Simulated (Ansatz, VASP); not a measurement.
# Two plane-wave programs on SnGe3O8

```xyz
12
Lattice="3.2102 -3.2564 0.0000 3.2102 3.2564 0.0000 0.0000 0.0000 5.9915" Properties=species:S:1:pos:R:3 pbc="T T T"
Sn    3.2102    0.0000    2.9957
Ge    0.0000    0.0000    4.5337
Ge    0.0000    0.0000    1.4577
Ge    3.2102    0.0000    0.0000
O     4.4882    0.0000    4.5894
O     4.4882    0.0000    1.4021
O     3.2102   -1.9974    0.0000
O     3.2102   -2.0757    2.9957
O     1.9322    0.0000    4.5894
O     1.9322    0.0000    1.4021
O     3.2102    1.9974    0.0000
O     3.2102    2.0757    2.9957
```

Alike in both runs: task single point; functional PBE; k mesh 4 × 4 × 2; occupations gaussian, width 0.1 eV; no spin polarisation.

|  | VASP | Ansatz |
| --- | --- | --- |
| version | VASP 6.6.1 | Ansatz 0.2.0 |
| potentials or method | VASP PAW PBE potentials, release 64 (Sn_d, Ge_d, O), cutoff 520 eV | scalar-relativistic, plane waves, PAW |
| valence electrons in the cell | 104 | 104 |

```tsv
	VASP	Ansatz	Ansatz less VASP
gap on the k mesh at the Fermi level (eV)	0.86	0.87	+0.011
least direct gap on the mesh (eV)	0.86	0.87	+0.011
pressure (GPa)	0.2	-0.1	-0.29
traceless stress, the component that is largest in VASP (GPa)	0.46	0.21	-0.252
rms of the force components (eV/Å)	0.015	0.003	-0.0119
```

Atom by atom the forces differ by 0.014 eV/Å (rms over components). The functional is the same, so the differences come from potentials, cutoffs and numerics.

The k mesh is coarse, so the values compare programs but aren't converged.
